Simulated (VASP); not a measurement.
# Si16HC16 (a cell with a defect) in VASP: notebook

Si16HC16 (a cell with a defect) is run at these levels: LDA; tasks: single point.

Program: VASP 6.6.1. These are calculated values, not measurements. Logs are shortened: lines on timing, memory, paths and dates and some standing lists are left out, and cuts for length are marked.

## (1) The cell of the first run

The cell holds a defect, 33 atoms: a = 6.188 Å, b = 6.188 Å, c = 10.129 Å, α = 90.00°, β = 90.00°, γ = 120.00°.

## (2) Single point, LDA

Input file INCAR:

```
SYSTEM = Si16HC16
ALGO = Normal
EDIFF = 1E-6
ENCUT = 520
GGA = CA
GGA_COMPAT = .FALSE.
ISIF = 2
ISMEAR = -1
LASPH = .TRUE.
LCHARG = .TRUE.
LELF = .TRUE.
LREAL = Auto
LVHAR = .TRUE.
LWAVE = .FALSE.
NBANDS = 86
NELECT = 128.0
NELM = 120
PREC = Accurate
SIGMA = 0.01
```

Input file KPOINTS:

```
Automatic mesh
0
Gamma
  1 1 1
  0.25 0.25 0.25
```

Input file POSCAR:

```
Si16HC16
1.0
    6.1879230300      0.0000000600      0.0000000000
   -3.0939615600      5.3588985100      0.0000000000
    0.0000000000      0.0000000000     10.1287833600
Si C H
16 16 1
Direct
    0.3324660200      0.1675452600      0.9395624600
    0.1663078100      0.3331292700      0.4371798600
    0.0015820600     -0.0030089500      0.6868022200
   -0.0014005200      0.0008185800      0.1892127900
    0.3243008600      0.6669323100      0.9515008300
    0.1677467900      0.8355915900      0.4384230200
    0.0004700600      0.4923883300      0.6890943600
   -0.0023553300      0.5009281700      0.1909716500
    0.8324320800      0.1638260400      0.9405401300
    0.6702913800      0.3352586700      0.4372395400
    0.5068030400      0.0096205400      0.6851347800
    0.4986924900      0.0022425900      0.1905750300
    0.8320430400      0.6659957100      0.9406281200
    0.6687330100      0.8367360900      0.4373197700
    0.5070639500      0.4835483600      0.6786333400
    0.4984674000      0.5017433500      0.1902329400
    0.3343303900      0.1639598800      0.7512135700
    0.1640288900      0.3350765600      0.2510013800
    0.0014226400      0.0004659100      0.5014515400
   -0.0008334200     -0.0002313800      0.0019104200
    0.3474317000      0.6759494300      0.7520899500
    0.1644751900      0.8353014000      0.2517853200
    0.0056743000      0.5023232700      0.5036666500
   -0.0078526700      0.4966475600      0.0036932300
    0.8371917900      0.1628038900      0.7526443500
    0.6649187100      0.3361829300      0.2515449300
    0.5027454100      0.0024212500      0.5009221200
    0.4986604100      0.0028879200      0.0030771000
    0.8378868400      0.6623330600      0.7510990300
    0.6648207300      0.8361920600      0.2510036600
    0.5021235700      0.5006167900      0.4978707900
    0.4965222600      0.5014673400      0.0021795900
    0.5244313400      0.7067389400      0.8010973100
```

Potentials or basis: VASP PAW LDA potentials, release 64 (Si, C, H).

Command:

```console
$ cat potpaw_LDA.64/Si/POTCAR potpaw_LDA.64/C/POTCAR potpaw_LDA.64/H/POTCAR > POTCAR
$ mpirun -np 1 vasp_std > vasp.out
```

OUTCAR:

```text
SYSTEM = Si16HC16
   EDIFF = 1E-6
   ENCUT = 520
   GGA = CA
   ISIF = 2
   ISMEAR = -1
   LASPH = .TRUE.
   LREAL = Auto
   NELECT = 128.0
   NELM = 120
   PREC = Accurate

 ion  position               nearest neighbor table
   1  0.332  0.168  0.940-  28 1.89  20 1.89  32 1.90  17 1.91   5 3.08   9 3.08  13 3.09   4 3.10
                            13 3.10  12 3.10   9 3.11  16 3.11   3 3.11   5 3.12  11 3.13  15 3.14
   2  0.166  0.333  0.437-  18 1.89  23 1.89  19 1.90  31 1.90  15 3.05  16 3.07  14 3.08  10 3.08
                             8 3.08   4 3.08   6 3.08   7 3.09   3 3.10   6 3.10  10 3.11  14 3.11
   3  0.002  0.997  0.687-  19 1.88  25 1.89  17 1.90  29 1.91   6 3.07   7 3.07  15 3.07  11 3.09
                            14 3.09  11 3.10   2 3.10   1 3.11   7 3.12  15 3.12  13 3.12   9 3.14
   4  0.999  0.001  0.189-  22 1.89  30 1.90  20 1.90  18 1.90  14 3.07   9 3.08   2 3.08  12 3.09
                             8 3.09  16 3.09  13 3.09   6 3.10  16 3.10   1 3.10   8 3.10  12 3.10
   5  0.324  0.667  0.952-  24 1.86  28 1.88  32 1.88  33 1.90  21 2.02   8 2.99  12 3.02  16 3.03
                            13 3.05   1 3.08   9 3.08   9 3.11   1 3.12  13 3.15
   6  0.168  0.836  0.438-  19 1.89  22 1.89  27 1.90  23 1.90   3 3.07  12 3.07   8 3.08   2 3.08
                            10 3.09  11 3.09  14 3.09   4 3.10  14 3.10  10 3.10   2 3.10   7 3.14
   7  0.000  0.492  0.689-  23 1.88  25 1.88  29 1.89  21 1.97  11 3.02  15 3.03   3 3.07   2 3.09
                             9 3.10  10 3.10   3 3.12   6 3.14  13 3.14
   8  0.998  0.501  0.191-  18 1.88  26 1.89  22 1.89  24 1.90   5 2.99  10 3.05   2 3.08   6 3.08
                            12 3.09   4 3.09  16 3.09  13 3.09  16 3.10   4 3.10  12 3.10   9 3.11
   9  0.832  0.164  0.941-  20 1.88  24 1.90  28 1.90  25 1.90   4 3.08  13 3.08   5 3.08   1 3.08
                             7 3.10  12 3.10   1 3.11  13 3.11   5 3.11   8 3.11  11 3.12   3 3.14
  10  0.670  0.335  0.437-  26 1.88  31 1.89  27 1.90  23 1.92  15 2.96   8 3.05  11 3.06  12 3.07
                             2 3.08  14 3.08   6 3.09  16 3.09   6 3.10   7 3.10  14 3.11   2 3.11
  11  0.507  0.010  0.685-  27 1.87  17 1.88  25 1.90  21 1.91  15 2.93   7 3.02  10 3.06  14 3.09
                             3 3.09   6 3.09   3 3.10   9 3.12   1 3.13
  12  0.499  0.002  0.191-  30 1.88  26 1.89  22 1.90  28 1.90   5 3.02  10 3.07   6 3.07  14 3.08
                             8 3.09   4 3.09  16 3.09  16 3.10   4 3.10   9 3.10   8 3.10   1 3.10
  13  0.832  0.666  0.941-  24 1.88  20 1.89  32 1.90  29 1.92   5 3.05   9 3.08   1 3.09   4 3.09
                             8 3.09  16 3.10   1 3.10   9 3.11   3 3.12   7 3.14   5 3.15
  14  0.669  0.837  0.437-  30 1.89  27 1.89  19 1.90  31 1.90   4 3.07   2 3.08  12 3.08  10 3.08
                            16 3.08  11 3.09   6 3.09  15 3.09   3 3.09   6 3.10  10 3.11   2 3.11
  15  0.507  0.484  0.679-  33 1.82  31 1.84  17 1.87  29 1.92  21 2.03  11 2.93  10 2.96   7 3.03
                             2 3.05   3 3.07  14 3.09   3 3.12   1 3.14
  16  0.498  0.502  0.190-  26 1.88  18 1.89  30 1.90  32 1.90   5 3.03   2 3.07  14 3.08  10 3.09
                             8 3.09   4 3.09  12 3.09  12 3.10  13 3.10   4 3.10   8 3.10   1 3.11
  17  0.334  0.164  0.751-  15 1.87  11 1.88   3 1.90   1 1.91
  18  0.164  0.335  0.251-   8 1.88   2 1.89  16 1.89   4 1.90
  19  0.001  0.000  0.501-   3 1.88   6 1.89  14 1.90   2 1.90
  20  0.999  1.000  0.002-   9 1.88  13 1.89   1 1.89   4 1.90
  21  0.347  0.676  0.752-  33 1.13  11 1.91   7 1.97   5 2.02  15 2.03
  22  0.164  0.835  0.252-   4 1.89   6 1.89   8 1.89  12 1.90
  23  0.006  0.502  0.504-   7 1.88   2 1.89   6 1.90  10 1.92
  24  0.992  0.497  0.004-   5 1.86  13 1.88   9 1.90   8 1.90
  25  0.837  0.163  0.753-   7 1.88   3 1.89  11 1.90   9 1.90
  26  0.665  0.336  0.252-  10 1.88  16 1.88   8 1.89  12 1.89
  27  0.503  0.002  0.501-  11 1.87  14 1.89  10 1.90   6 1.90
  28  0.499  0.003  0.003-   5 1.88   1 1.89   9 1.90  12 1.90
  29  0.838  0.662  0.751-   7 1.89   3 1.91  13 1.92  15 1.92
  30  0.665  0.836  0.251-  12 1.88  14 1.89  16 1.90   4 1.90
  31  0.502  0.501  0.498-  15 1.84  10 1.89   2 1.90  14 1.90
  32  0.497  0.501  0.002-   5 1.88   1 1.90  13 1.90  16 1.90
  33  0.524  0.707  0.801-  21 1.13  15 1.82   5 1.90

  LATTYP: Found a hexagonal cell.
 ALAT       =     6.1879230300
 C/A-ratio  =     1.6368631786

  Lattice vectors:

 A1 = (   6.1879230300,   0.0000000600,   0.0000000000)
 A2 = (  -3.0939615600,   5.3588985100,   0.0000000000)
 A3 = (   0.0000000000,   0.0000000000,  10.1287833600)

Analysis of symmetry for initial positions (statically):
=====================================================================
 Subroutine PRICEL returns:
 Original cell was already a primitive cell.

 Routine SETGRP: Setting up the symmetry group for a
 hexagonal supercell.

 Subroutine GETGRP returns: Found  1 space group operations
 (whereof  1 operations were pure point group operations)
 out of a pool of 24 trial point group operations.

The static configuration has the point symmetry C_1 .

Analysis of symmetry for dynamics (positions and initial velocities):
=====================================================================
 Subroutine PRICEL returns:
[... 120 lines left out ...]

 Subroutine IBZKPT returns following result:
 ===========================================

 Found      6 irreducible k-points:

 Following reciprocal coordinates:
            Coordinates               Weight
  0.250000  0.250000  0.250000      2.000000
 -0.250000  0.500000  0.250000      2.000000
  0.500000  0.250000  0.250000      2.000000
 -0.250000 -0.250000  0.250000      2.000000
  0.250000  0.500000  0.250000      2.000000
  0.500000 -0.250000  0.250000      2.000000
   k-points           NKPTS =      6   k-points in BZ     NKDIM =      6   number of bands    NBANDS=     86
   number of dos      NEDOS =    301   number of ions     NIONS =     33
   total plane-waves  NPLWV = 184320
   dimension x,y,z NGX =    48 NGY =   48 NGZ =   80
   dimension x,y,z NGXF=    96 NGYF=   96 NGZF=  160
   ions per type =              16  16   1
   NGX,Y,Z   is equivalent  to a cutoff of  12.90, 12.90, 13.13 a.u.
   NGXF,Y,Z  is equivalent  to a cutoff of  25.79, 25.79, 26.26 a.u.
 SYSTEM =  Si16HC16
   PREC   = accura    normal or accurate (medium, high low for compatibility)
   ISTART =      0    job   : 0-new  1-cont  2-samecut
   ICHARG =      2    charge: 1-file 2-atom 10-const
   ISPIN  =      1    spin polarized calculation?
   LNONCOLLINEAR =      F non collinear calculations
   LSORBIT =      F    spin-orbit coupling
   LASPH  =      T    aspherical Exc in radial PAW
   ENCUT  =  520.0 eV  38.22 Ry    6.18 a.u.  11.51 11.51 18.83*2*pi/ulx,y,z
   NELM   =    120;   NELMIN=  2; NELMDL= -5     # of ELM steps
   EDIFF  = 0.1E-05   stopping-criterion for ELM
   LREAL  =      T    real-space projection
   EDIFFG = 0.1E-04   stopping-criterion for IOM
   NSW    =      0    number of steps for IOM
   IBRION =     -1    ionic relax: 0-MD 1-quasi-New 2-CG
   NFREE  =      0    steps in history (QN), initial steepest desc. (CG)
   ISIF   =      2    stress and relaxation
   ISYM   =      2    0-nonsym 1-usesym 2-fastsym
   POTIM  = 0.5000    time-step for ionic-motion
   TEBEG  =    0.0;   TEEND  =   0.0 temperature during run
   PSTRESS=    0.0 pullay stress
   NELECT =     128.0000    total number of electrons
   NUPDOWN=      -1.0000    fix difference up-down
   EMIN   =  10.00;   EMAX   =-10.00  energy-range for DOS
   EFERMI =   0.00;   METHOD = LEGACY
   ISMEAR =    -1;   SIGMA  =   0.01  broadening in eV -4-tet -1-fermi 0-gaus
   EFERMI_NEDOS =   21; number of points for ismear=-14 and -15
   IALGO  =     38    algorithm
   IMIX   =      4    mixing-type and parameters
     AMIX     =   0.40;   BMIX     =  1.00
     AMIX_MAG =   1.60;   BMIX_MAG =  1.00
  volume/ion in A,a.u.               =      10.18        68.68
  Fermi-wavevector in a.u.,A,eV,Ry     =   1.186913  2.242940 19.167379  1.408763
  Thomas-Fermi vector in A             =   2.323076
   LORBIT       =      0    0 simple, 1 ext, 2 COOP (PROOUT), +10 PAW based schemes
   GGA     = CA    functional components
   LHFCALC =     F    Hartree Fock is set to
   AEXX    =    0.0000 exact exchange contribution
   IVDW    =     0    specifies the selected vdW correction
   LEPSILON=     F    determine dielectric tensor
   LRPA    =     F    only Hartree local field effects (RPA)
 non-spin polarized calculation
  energy-cutoff  :      520.00
  volume of cell :      335.88
 maximum number of plane-waves:      9024
 NGX is ok and might be reduce to    48
   NGX = 23   NGY = 23   NGZ = 37

 number of electron     128.0000000 magnetization

 Free energy of the ion-electron system (eV)
  ---------------------------------------------------
  ext. energy  EPLUGINS =         0.00000000
  ---------------------------------------------------
  free energy    TOTEN  =      -282.88320974 eV

  energy without entropy =     -282.88320974  energy(sigma->0) =     -282.88320974

 E-fermi :   7.6407     XC(G=0): -11.5040

 val. band max:        7.3391677690   @ k =  -0.2500  -0.2500   0.2500
 cond. band min:      10.8371531537   @ k =   0.2500   0.2500   0.2500
 fundamental gap:      3.4979853847
 Fermi energy:         7.6406861761

 k-point     1 :       0.2500    0.2500    0.2500
  band No.  band energies     occupation
      1      -6.9333      2.00000
      2      -6.0699      2.00000
      3      -5.7076      2.00000
      4      -5.4518      2.00000
      5      -5.0191      2.00000
      6      -4.8644      2.00000
[... 463 lines left out ...]
     75      13.3298      0.00000
     76      13.4822      0.00000
 [bands above 76 left out]

------------------------ aborting loop because EDIFF is reached ----------------------------------------

  FORCE on cell =-STRESS in cart. coord.  units (eV):
  Direction    XX          YY          ZZ          XY          YZ          ZX
  --------------------------------------------------------------------------------------
  -------------------------------------------------------------------------------------
  Total      -31.2515286    -29.9517283    -16.4460594     -2.2409680     -0.2163264     -2.1258169
  in kB     -149.0747629   -142.8745089    -78.4503196    -10.6897739     -1.0319112    -10.1404846
  external PRESSURE =    -123.4665304 kB  Pullay stress =       0.0000000 kB

 VOLUME and BASIS-vectors are now :
 -----------------------------------------------------------------------------
  energy-cutoff  :      520.00
  volume of cell :      335.88
      direct lattice vectors                 reciprocal lattice vectors
     6.187923030  0.000000060  0.000000000     0.161605112  0.093302757  0.000000000
    -3.093961560  5.358898510  0.000000000    -0.000000002  0.186605511  0.000000000
     0.000000000  0.000000000 10.128783360     0.000000000  0.000000000  0.098728541

 POSITION                                       TOTAL-FORCE (eV/Angst)
 -----------------------------------------------------------------------------------
      1.53890      0.89786      9.51662        -0.101085      0.065969     -0.003680
     -0.00159      1.78521      4.42810         0.089298     -0.047920      0.012499
     -3.07486      5.34277      6.95647         0.084758     -0.024536     -0.010986
      6.17672      0.00439      1.91650        -0.077188      0.070585     -0.006981
     -0.05671      3.57402      9.63755        -0.131552      0.052488      0.027422
     -1.54728      4.47785      4.44069         0.109346     -0.041633      0.008980
[... 25 lines left out ...]
      1.52092      2.68731      0.02208         0.111962     -0.049823      0.006536
      1.05852      3.78734      8.11414         0.295256      0.120140      0.081756
 -----------------------------------------------------------------------------------
    total drift:                                0.004194     -0.020341     -0.058566

  FREE ENERGIE OF THE ION-ELECTRON SYSTEM (eV)
  ---------------------------------------------------
  free  energy   TOTEN  =      -282.8832097447 eV

  energy  without entropy=     -282.8832097447  energy(sigma->0) =     -282.88320974
```

It took 5.7 min on 1 thread of Intel Xeon Platinum 8259CL at 2.50GHz (Skylake/Cascade Lake), shared host; peak memory 0.39 GiB.

Results:

```
Free energy   : -282.8832 eV
Largest force : 0.500 eV/Å
```

Forces on the atoms (eV/Å):
```
Si  -0.101  0.066 -0.004
Si   0.089 -0.048  0.012
Si   0.085 -0.025 -0.011
Si  -0.077  0.071 -0.007
Si  -0.132  0.052  0.027
Si   0.109 -0.042  0.009
Si   0.170  0.028 -0.009
Si  -0.088  0.056  0.007
Si  -0.127  0.054  0.002
Si   0.104 -0.040  0.010
Si   0.074 -0.020 -0.051
Si  -0.093  0.069 -0.016
Si  -0.097  0.050 -0.017
Si   0.096 -0.051  0.002
Si   0.018 -0.020  0.047
Si  -0.083  0.060 -0.024
C   -0.149  0.118  0.012
C    0.163 -0.096  0.002
C   -0.090  0.041  0.024
C    0.098 -0.065 -0.004
C   -0.415 -0.218 -0.175
C    0.164 -0.095 -0.012
C   -0.094 -0.011  0.002
C    0.107 -0.022 -0.012
C   -0.142  0.138 -0.042
C    0.176 -0.081 -0.004
C   -0.101  0.029  0.005
C    0.057 -0.113  0.010
C   -0.202  0.116  0.072
C    0.161 -0.096  0.005
C   -0.088  0.023  0.052
C    0.112 -0.050  0.007
H    0.295  0.120  0.082
```

Caveat: the k points lie up to 0.59 Å⁻¹ apart; the cell carries a net charge on a neutralising background, which shifts energy and pressure; the cell is charged against a uniform background, so pressure and absolute levels hang on convention.

## (3) Single point, LDA

Input file INCAR:

```
PREC = Accurate
ENCUT = 520
EDIFF = 1E-6
ISMEAR = -1
SIGMA = 0.01
LREAL = Auto
LASPH = True
NELM = 120
ALGO = Normal
ISIF = 2
LWAVE = False
LCHARG = False
GGA = CA
NELECT = 128.0
NBANDS = 86
GGA_COMPAT = False
```

KPOINTS is that of step 2.

Input file POSCAR:

```
Si16HC16
1.0
    6.1879230300      0.0000000600      0.0000000000
   -3.0939615600      5.3588985100      0.0000000000
    0.0000000000      0.0000000000     10.1287833600
Si C H
16 16 1
Direct
    0.3365206900      0.1638083600      0.9419624000
    0.1698186100      0.3349090400      0.4385271700
    0.0036947800     -0.0006940900      0.6874768600
    0.0017308600      0.0009547700      0.1900304600
    0.3318164200      0.6597512000      0.9485484500
    0.1684296900      0.8359418100      0.4378094300
    0.0060518600      0.5056105600      0.6877586500
    0.0015692900      0.5006989600      0.1911728500
    0.8372639700      0.1656524400      0.9421960400
    0.6722445200      0.3377288100      0.4378286600
    0.5092288000      0.0250841000      0.6807749500
    0.5021117100      0.0004744100      0.1905823300
    0.8364450500      0.6655442000      0.9414764800
    0.6708414700      0.8348409100      0.4385034600
    0.5063939400      0.4900850600      0.6861102900
    0.5020634200      0.5001920000      0.1909581700
    0.3344357200      0.1633073400      0.7535135700
    0.1677959300      0.3351199200      0.2522375200
    0.0038426900      0.0016967900      0.5024253900
    0.0027545900     -0.0006301300      0.0027790200
    0.3449303700      0.6629389300      0.7560184300
    0.1677832300      0.8353592800      0.2518587900
    0.0070137000      0.5037240000      0.5032929200
   -0.0006835900      0.4977849300      0.0042367100
    0.8415068200      0.1690241200      0.7527670000
    0.6683333400      0.3348391800      0.2523180500
    0.5038113800      0.0016887400      0.5001687400
    0.5023055200     -0.0023027900      0.0029340000
    0.8394878200      0.6663425100      0.7526860800
    0.6678155100      0.8347051900      0.2522465500
    0.5038701600      0.5006994900      0.5020412600
    0.5025365800      0.4974181100      0.0038149300
    0.5526954600      0.8186147300      0.7739834800
```

Potentials or basis: VASP PAW LDA potentials, release 64 (Si, C, H).

Command:

```console
$ cat potpaw_LDA.64/Si/POTCAR potpaw_LDA.64/C/POTCAR potpaw_LDA.64/H/POTCAR > POTCAR
$ mpirun -np 1 vasp_std > vasp.out
```

It took 5.9 min on 1 thread of Intel Xeon Platinum 8259CL at 2.50GHz (Skylake/Cascade Lake), shared host; peak memory 0.39 GiB.

The run converged. Its results:

```
Free energy   : -282.8941 eV
Largest force : 0.370 eV/Å
```

Forces in eV/Å, atoms in the order of the input:
```
Si  -0.106  0.060  0.007
Si   0.083 -0.060  0.004
Si   0.057 -0.026 -0.005
Si  -0.075  0.062 -0.007
Si  -0.119  0.063  0.065
Si   0.114 -0.037 -0.016
Si   0.037 -0.144 -0.015
Si  -0.078  0.063 -0.010
Si  -0.130  0.056  0.002
Si   0.095 -0.057 -0.012
Si   0.012  0.159 -0.118
Si  -0.090  0.057 -0.010
Si  -0.101  0.058  0.008
Si   0.097 -0.039  0.003
Si   0.126 -0.045  0.002
Si  -0.085  0.060 -0.010
C   -0.144  0.152 -0.007
C    0.158 -0.095  0.007
C   -0.082  0.036  0.008
C    0.071 -0.065  0.016
C    0.100  0.247  0.045
C    0.153 -0.101  0.001
C   -0.084  0.007 -0.006
C    0.088 -0.049 -0.016
C   -0.207  0.127 -0.100
C    0.154 -0.079  0.001
C   -0.093  0.058 -0.007
C    0.066 -0.074  0.017
C   -0.212  0.082  0.025
C    0.161 -0.096  0.002
C   -0.067  0.024  0.032
C    0.093 -0.044  0.005
H    0.011 -0.359  0.090
```

Levels at points of the mesh, in eV from the Fermi level:
```
           k point  band 61  band 62  band 63  band 64  band 65  band 66  band 67  band 68
(0.25, 0.25, 0.25)    -0.87    -0.82    -0.64    -0.29     3.35     3.92     4.02     4.23
```

Caveat: the k points lie up to 0.59 Å⁻¹ apart; the cell carries a net charge on a neutralising background, which shifts energy and pressure; the cell is charged against a uniform background, so pressure and absolute levels hang on convention.
